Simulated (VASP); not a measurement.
Here is a VASP 6.6.1 calculation.

POSCAR

```
Au
1.0
   -1.7898505200      1.7898505200      1.5909782400
    1.7898505200     -1.7898505200      1.5909782400
    1.7898505200      1.7898505200     -1.5909782400
Au
1
Direct
    0.0000000000      0.0000000000      0.0000000000
```

The input INCAR.step1:

```
PREC = Accurate
ENCUT = 520
ISMEAR = 0
SIGMA = 0.15
LREAL = F
LASPH = T
NELM = 100
NBANDS = 12
GGA = PE
ALGO = Normal
EDIFF = 1E-4
LWAVE = T
LCHARG = F
```

The input INCAR.step2:

```
PREC = Accurate
ENCUT = 520
EDIFF = 1E-7
ISMEAR = 0
SIGMA = 0.15
LREAL = F
LASPH = T
NELM = 100
ALGO = Normal
ISIF = 2
LWAVE = F
LCHARG = T
METAGGA = R2SCAN
LMIXTAU = T
LELF = T
LVHAR = T
NBANDS = 12
ISTART = 1
```

The input KPOINTS:

```
regular mesh
0
Gamma
  24 24 24
```

Potentials or basis: VASP PAW PBE potentials, release 64 (Au).

Command:

```bash
$ cat potpaw_PBE.64/Au/POTCAR > POTCAR
$ cp INCAR.step1 INCAR
$ mpirun -np 1 vasp_std > vasp.out
$ cp INCAR.step2 INCAR
$ mpirun -np 1 vasp_std > vasp.out
```

(1) Estimate the pressure.

## Answers

(1) -14.1 GPa.

Caveat: the cell differs from its parent crystal (strain +0.080 along x and y, -0.040 along z); the PAW data sets were made with another functional, which shifts forces and pressure a little.
